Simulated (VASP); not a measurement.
# AlN (scanat) (P6_3mc) in VASP: notebook

Runs on AlN (scanat). Level: r2SCAN. Tasks: single point.

Program: VASP 6.6.1. These are calculated values, not measurements. Logs are shortened: lines on timing, memory, paths and dates and some standing lists are left out, and cuts for length are marked.

**1. The cell of the first run**

It takes space group P6_3mc (No. 186, hexagonal). The conventional cell has a = 3.114 Å, b = 3.114 Å, c = 4.983 Å, α = 90.00°, β = 90.00°, γ = 120.00°. Al (site symmetry 3m) has 4 N at 1.89 to 1.90 Å within 2.5 Å. N (site symmetry 3m) has 4 Al at 1.89 to 1.90 Å within 2.5 Å.

**2. Single point, r2SCAN**

POSCAR reads:

```
AlN
1.0
    3.1135756528      0.0000000000      0.0000000000
   -1.5567878264      2.6964356119      0.0000000000
    0.0000000000      0.0000000000      4.9831268775
Al N
2 2
Direct
    0.3333333333      0.6666666667     -0.0000061733
    0.6666666667      0.3333333333      0.4999938267
    0.3333333333      0.6666666667      0.3820061733
    0.6666666667      0.3333333333      0.8820061733
```

INCAR.step1 reads:

```
  PREC = Accurate
  ENCUT = 520
  ISMEAR = 0
  SIGMA = 0.01
  LREAL = False
  LASPH = True
  NELM = 100
  NBANDS = 16
  GGA = PE
  ALGO = Normal
  EDIFF = 1E-4
  LWAVE = True
  LCHARG = False
```

INCAR.step2 reads:

```
  PREC = Accurate
  ENCUT = 520
  EDIFF = 1E-6
  ISMEAR = 0
  SIGMA = 0.01
  LREAL = False
  LASPH = True
  NELM = 100
  ALGO = Normal
  ISIF = 2
  LWAVE = False
  LCHARG = True
  METAGGA = R2SCAN
  LMIXTAU = True
  LELF = True
  LVHAR = True
  NBANDS = 16
  ISTART = 1
```

KPOINTS reads:

```
regular mesh
0
Gamma
  9 9 6
```

Potentials or basis: VASP PAW PBE potentials, release 64 (Al, N).

Command:

```bash
$ cat potpaw_PBE.64/Al/POTCAR potpaw_PBE.64/N/POTCAR > POTCAR
$ cp INCAR.step1 INCAR
$ mpirun -np 1 vasp_std > vasp.out
$ cp INCAR.step2 INCAR
$ mpirun -np 1 vasp_std > vasp.out
```

OUTCAR:

```text
PREC = Accurate
   ENCUT = 520
   EDIFF = 1E-6
   ISMEAR = 0
   LREAL = False
   LASPH = True
   NELM = 100
   ISIF = 2
   METAGGA = R2SCAN
   ISTART = 1

 ion  position               nearest neighbor table
   1  0.333  0.667  1.000-   4 1.89   4 1.89   4 1.89   3 1.90   2 3.07   2 3.07   2 3.07   2 3.07
                             2 3.07   2 3.07
   2  0.667  0.333  0.500-   3 1.89   3 1.89   3 1.89   4 1.90   1 3.07   1 3.07   1 3.07   1 3.07
                             1 3.07   1 3.07
   3  0.333  0.667  0.382-   2 1.89   2 1.89   2 1.89   1 1.90
   4  0.667  0.333  0.882-   1 1.89   1 1.89   1 1.89   2 1.90

  LATTYP: Found a hexagonal cell.
 ALAT       =     3.1135756528
 C/A-ratio  =     1.6004515172

  Lattice vectors:

 A1 = (   3.1135756528,   0.0000000000,   0.0000000000)
 A2 = (  -1.5567878264,   2.6964356119,   0.0000000000)
 A3 = (   0.0000000000,   0.0000000000,   4.9831268775)

Analysis of symmetry for initial positions (statically):
=====================================================================
 Subroutine PRICEL returns:
 Original cell was already a primitive cell.

 Routine SETGRP: Setting up the symmetry group for a
 hexagonal supercell.

 Subroutine GETGRP returns: Found 12 space group operations
 (whereof  6 operations were pure point group operations)
 out of a pool of 24 trial point group operations.

The static configuration has the point symmetry C_3v.
 The point group associated with its full space group is C_6v.

Analysis of symmetry for dynamics (positions and initial velocities):
=====================================================================
 Subroutine PRICEL returns:
 Original cell was already a primitive cell.

 Routine SETGRP: Setting up the symmetry group for a
 hexagonal supercell.

 Subroutine GETGRP returns: Found 12 space group operations
 (whereof  6 operations were pure point group operations)
 out of a pool of 24 trial point group operations.

The dynamic configuration has the point symmetry C_3v.
 The point group associated with its full space group is C_6v.

 Subroutine INISYM returns: Found 12 space group operations
 (whereof  6 operations are pure point group operations),
 and found     1 'primitive' translations

----------------------------------------------------------------------------------------

                                     Primitive cell

  volume of cell :      41.8361

  direct lattice vectors                    reciprocal lattice vectors
     3.113575653  0.000000000  0.000000000     0.321174146  0.185429979  0.000000000
    -1.556787826  2.696435612  0.000000000     0.000000000  0.370859959  0.000000000
     0.000000000  0.000000000  4.983126878     0.000000000  0.000000000  0.200677210

  length of vectors
     3.113575653  3.113575653  4.983126878     0.370859959  0.370859959  0.200677210

  position of ions in fractional coordinates (direct lattice)
     0.333333333  0.666666667  0.999993827
     0.666666667  0.333333333  0.499993827
     0.333333333  0.666666667  0.382006173
     0.666666667  0.333333333  0.882006173

  ion indices of the primitive-cell ions
   primitive index   ion index
                 1           1
                 2           2
                 3           3
                 4           4

----------------------------------------------------------------------------------------

 KPOINTS: regular mesh

Automatic generation of k-mesh.
 Grid dimensions read from file:
 generate k-points for:    9    9    6

 Generating k-lattice:

  Cartesian coordinates                     Fractional coordinates (reciprocal lattice)
     0.035686016  0.020603331  0.000000000     0.111111111  0.000000000  0.000000000
     0.000000000  0.041206662  0.000000000     0.000000000  0.111111111  0.000000000
     0.000000000  0.000000000  0.033446202     0.000000000  0.000000000  0.166666667

  Length of vectors
     0.041206662  0.041206662  0.033446202

  Shift w.r.t. Gamma in fractional coordinates (k-lattice)
     0.000000000  0.000000000  0.000000000

 Subroutine IBZKPT returns following result:
 ===========================================

 Found     48 irreducible k-points:

 Following reciprocal coordinates:
            Coordinates               Weight
  0.000000  0.000000  0.000000      1.000000
  0.111111 -0.000000  0.000000      6.000000
  0.222222 -0.000000  0.000000      6.000000
  0.333333 -0.000000  0.000000      6.000000
  0.444444 -0.000000  0.000000      6.000000
  0.111111  0.111111  0.000000      6.000000
[... 16 lines left out ...]
  0.333333  0.222222  0.166667     24.000000
  0.333333  0.333333  0.166667      4.000000
 [... further k-points ...]
   k-points           NKPTS =     48   k-points in BZ     NKDIM =     48   number of bands    NBANDS=     16
   number of dos      NEDOS =    301   number of ions     NIONS =      4
   total plane-waves  NPLWV =  23040
   dimension x,y,z NGX =    24 NGY =   24 NGZ =   40
   dimension x,y,z NGXF=    48 NGYF=   48 NGZF=   80
   ions per type =               2   2
   NGX,Y,Z   is equivalent  to a cutoff of  12.81, 12.81, 13.34 a.u.
   NGXF,Y,Z  is equivalent  to a cutoff of  25.63, 25.63, 26.69 a.u.
 SYSTEM =  unknown system
   PREC   = accura    normal or accurate (medium, high low for compatibility)
   ISTART =      1    job   : 0-new  1-cont  2-samecut
   ICHARG =      0    charge: 1-file 2-atom 10-const
   ISPIN  =      1    spin polarized calculation?
   LNONCOLLINEAR =      F non collinear calculations
   LSORBIT =      F    spin-orbit coupling
   LASPH  =      T    aspherical Exc in radial PAW
   ENCUT  =  520.0 eV  38.22 Ry    6.18 a.u.   5.79  5.79  9.27*2*pi/ulx,y,z
   NELM   =    100;   NELMIN=  2; NELMDL=  0     # of ELM steps
   EDIFF  = 0.1E-05   stopping-criterion for ELM
   LREAL  =      F    real-space projection
   EDIFFG = 0.1E-04   stopping-criterion for IOM
   NSW    =      0    number of steps for IOM
   IBRION =     -1    ionic relax: 0-MD 1-quasi-New 2-CG
   NFREE  =      0    steps in history (QN), initial steepest desc. (CG)
   ISIF   =      2    stress and relaxation
   ISYM   =      2    0-nonsym 1-usesym 2-fastsym
   POTIM  = 0.5000    time-step for ionic-motion
   TEBEG  =    0.0;   TEEND  =   0.0 temperature during run
   PSTRESS=    0.0 pullay stress
   NELECT =      16.0000    total number of electrons
   NUPDOWN=      -1.0000    fix difference up-down
   EMIN   =  10.00;   EMAX   =-10.00  energy-range for DOS
   EFERMI =   0.00;   METHOD = LEGACY
   ISMEAR =     0;   SIGMA  =   0.01  broadening in eV -4-tet -1-fermi 0-gaus
   EFERMI_NEDOS =   21; number of points for ismear=-14 and -15
   IALGO  =     38    algorithm
   IMIX   =      4    mixing-type and parameters
     AMIX     =   0.40;   BMIX     =  1.00
     AMIX_MAG =   1.60;   BMIX_MAG =  1.00
  volume/ion in A,a.u.               =      10.46        70.58
  Fermi-wavevector in a.u.,A,eV,Ry     =   1.188313  2.245587 19.212636  1.412089
  Thomas-Fermi vector in A             =   2.324446
   LORBIT       =      0    0 simple, 1 ext, 2 COOP (PROOUT), +10 PAW based schemes
   METAGGA = R2SCAN    functional components
   LHFCALC =     F    Hartree Fock is set to
   AEXX    =    0.0000 exact exchange contribution
   IVDW    =     0    specifies the selected vdW correction
   LEPSILON=     F    determine dielectric tensor
   LRPA    =     F    only Hartree local field effects (RPA)
 non-spin polarized calculation
 Gauss-broadening in eV      SIGMA  =   0.01
  energy-cutoff  :      520.00
  volume of cell :       41.84
 maximum number of plane-waves:      1152
 NGX is ok and might be reduce to    24
   NGX = 11   NGY = 11   NGZ = 19

 number of electron      15.9999997 magnetization

 Free energy of the ion-electron system (eV)
  ---------------------------------------------------
  ext. energy  EPLUGINS =         0.00000000
  ---------------------------------------------------
  free energy    TOTEN  =       -38.45518904 eV

  energy without entropy =      -38.45518904  energy(sigma->0) =      -38.45518904

 E-fermi :   5.9578     XC(G=0): -11.3925

 val. band max:        5.8782789271   @ k =   0.0000   0.0000   0.0000
 cond. band min:      10.7394565542   @ k =   0.0000   0.0000   0.0000
 fundamental gap:      4.8611776271
 Fermi energy:         5.9578292065

 k-point     1 :       0.0000    0.0000    0.0000
  band No.  band energies     occupation
      1     -10.0810      2.00000
      2      -7.9703      2.00000
      3      -0.1721      2.00000
      4       4.9772      2.00000
      5       4.9772      2.00000
      6       5.6406      2.00000
[... 8 lines left out ...]
     15      19.9281      0.00000
     16      19.9281      0.00000

 k-point     2 :       0.1111   -0.0000    0.0000
  band No.  band energies     occupation
      1      -9.9245      2.00000
      2      -7.8840      2.00000
      3       0.0178      2.00000
      4       4.2802      2.00000
      5       4.7773      2.00000
      6       4.9736      2.00000
[... 8 lines left out ...]
     15      19.7870      0.00000
     16      19.9092      0.00000

 k-point     3 :       0.2222   -0.0000    0.0000
  band No.  band energies     occupation
      1      -9.4820      2.00000
      2      -7.6690      2.00000
      3       0.5681      2.00000
      4       2.7765      2.00000
      5       3.7068      2.00000
      6       4.3651      2.00000
[... 8 lines left out ...]
     15      19.0193      0.00000
     16      19.6937      0.00000
[... 362 lines left out ...]
 k-point    23 :       0.3333    0.2222    0.1667
  band No.  band energies     occupation
      1      -7.9488      2.00000
      2      -7.4691      2.00000
      3       0.8270      2.00000
      4       1.5231      2.00000
      5       2.3423      2.00000
      6       3.3622      2.00000
[... 8 lines left out ...]
     15      19.6087      0.00000
     16      21.7750      0.00000

 k-point    24 :       0.3333    0.3333    0.1667
  band No.  band energies     occupation
      1      -7.6183      2.00000
      2      -7.6183      2.00000
      3       1.1155      2.00000
      4       1.6813      2.00000
      5       1.6813      2.00000
      6       3.1299      2.00000
[... 8 lines left out ...]
     15      19.8761      0.00000
     16      22.0441      0.00000

 [... further k-points ...]

------------------------ aborting loop because EDIFF is reached ----------------------------------------

  FORCE on cell =-STRESS in cart. coord.  units (eV):
  Direction    XX          YY          ZZ          XY          YZ          ZX
  --------------------------------------------------------------------------------------
  -------------------------------------------------------------------------------------
  Total       -0.4306252     -0.4306252     -0.3349481      0.0000000      0.0000000     -0.0000000
  in kB      -16.4914422    -16.4914422    -12.8273433      0.0000000      0.0000000     -0.0000000
  external PRESSURE =     -15.2700759 kB  Pullay stress =       0.0000000 kB

 VOLUME and BASIS-vectors are now :
 -----------------------------------------------------------------------------
  energy-cutoff  :      520.00
  volume of cell :       41.84
      direct lattice vectors                 reciprocal lattice vectors
     3.113575653  0.000000000  0.000000000     0.321174146  0.185429979  0.000000000
    -1.556787826  2.696435612  0.000000000     0.000000000  0.370859959  0.000000000
     0.000000000  0.000000000  4.983126878     0.000000000  0.000000000  0.200677210

 POSITION                                       TOTAL-FORCE (eV/Angst)
 -----------------------------------------------------------------------------------
     -0.00000      1.79762      4.98310        -0.000000     -0.000000      0.012156
      1.55679      0.89881      2.49153         0.000000      0.000000      0.012156
     -0.00000      1.79762      1.90359         0.000000      0.000000     -0.012156
      1.55679      0.89881      4.39515         0.000000     -0.000000     -0.012156
 -----------------------------------------------------------------------------------
    total drift:                               -0.000000     -0.000000     -0.018404

  FREE ENERGIE OF THE ION-ELECTRON SYSTEM (eV)
  ---------------------------------------------------
  free  energy   TOTEN  =       -38.4551890428 eV

  energy  without entropy=      -38.4551890428  energy(sigma->0) =      -38.45518904
```

It took 54 s on 1 thread of Intel Xeon Platinum 8488C (Sapphire Rapids), shared host; peak memory 0.17 GiB.

Results:

* Free energy: -38.4552 eV
* Pressure: -1.5 GPa
* Largest force: 0.012 eV/Å
* Band gap on the k mesh: 4.86 eV, direct

Forces on the atoms (eV/Å):
```
Al   0.000  0.000  0.012
Al   0.000  0.000  0.012
N    0.000  0.000 -0.012
N    0.000  0.000 -0.012
```

Levels at points of the mesh, in eV from the valence-band top:
```
           k point  band 5  band 6  band 7  band 8  band 9  band 10  band 11  band 12
(0.00, 0.00, 0.00)   -0.90   -0.24   -0.24    0.00    4.86     7.47    11.57    11.98
(0.00, 0.00, 0.50)   -0.58   -0.58   -0.58   -0.58    7.20     7.20    11.26    11.26
```

Caveat: the PAW data sets were made with another functional, which shifts forces and pressure a little. r2SCAN opens gaps a little over a GGA but as a rule still falls short of measured ones.

**3. Single point, r2SCAN**

POSCAR reads:

```
AlN
1.0
    3.1135756528      0.0000000000      0.0000000000
   -1.5567878264      2.6964356119      0.0000000000
    0.0000000000      0.0000000000      4.9831268775
Al N
2 2
Direct
    0.3333333333      0.6666666667     -0.0088552473
    0.6666666667      0.3333333333      0.4911447527
    0.3333333333      0.6666666667      0.3908552473
    0.6666666667      0.3333333333      0.8908552473
```

INCAR.step1 reads:

```
  PREC = Accurate
  ENCUT = 520
  ISMEAR = 0
  SIGMA = 0.01
  LREAL = F
  LASPH = T
  NELM = 100
  NBANDS = 16
  GGA = PE
  ALGO = Normal
  EDIFF = 1E-4
  LWAVE = T
  LCHARG = F
```

INCAR.step2 reads:

```
  PREC = Accurate
  ENCUT = 520
  EDIFF = 1E-6
  ISMEAR = 0
  SIGMA = 0.01
  LREAL = F
  LASPH = T
  NELM = 100
  ALGO = Normal
  ISIF = 2
  LWAVE = F
  LCHARG = F
  METAGGA = R2SCAN
  LMIXTAU = T
  NBANDS = 16
  ISTART = 1
```

KPOINTS is that of step 2.

Potentials or basis: VASP PAW PBE potentials, release 64 (Al, N).

Command:

```bash
$ cat potpaw_PBE.64/Al/POTCAR potpaw_PBE.64/N/POTCAR > POTCAR
$ cp INCAR.step1 INCAR
$ mpirun -np 1 vasp_std > vasp.out
$ cp INCAR.step2 INCAR
$ mpirun -np 1 vasp_std > vasp.out
```

Wall time 51 s (1 thread of Intel Xeon Platinum 8488C (Sapphire Rapids), shared host); peak memory 0.17 GiB.

It converged, with:

* Free energy: -38.3678 eV
* Pressure: -1.1 GPa
* Largest force: 0.895 eV/Å
* Band gap on the k mesh: 4.57 eV, direct

Forces in eV/Å, atoms in the order of the input:
```
Al   0.000  0.000  0.895
Al   0.000  0.000  0.895
N    0.000  0.000 -0.895
N    0.000  0.000 -0.895
```

Stress tensor (GPa, compression positive):
```
 2.09  0.00  0.00
 0.00  2.09  0.00
 0.00  0.00 -7.38
```

Levels at points of the mesh, in eV from the valence-band top:
| k point | band 6 | band 7 | band 8 | band 9 | band 10 | band 11 |
| --- | --- | --- | --- | --- | --- | --- |
| (0.00, 0.00, 0.00) | -0.65 | -0.65 | 0.00 | 4.57 | 7.24 | 11.48 |
| (0.00, 0.00, 0.50) | -1.00 | -1.00 | -1.00 | 7.02 | 7.02 | 10.99 |

Caveat: the PAW data sets were made with another functional, which shifts forces and pressure a little.

(Continued in part 2 of 2.)
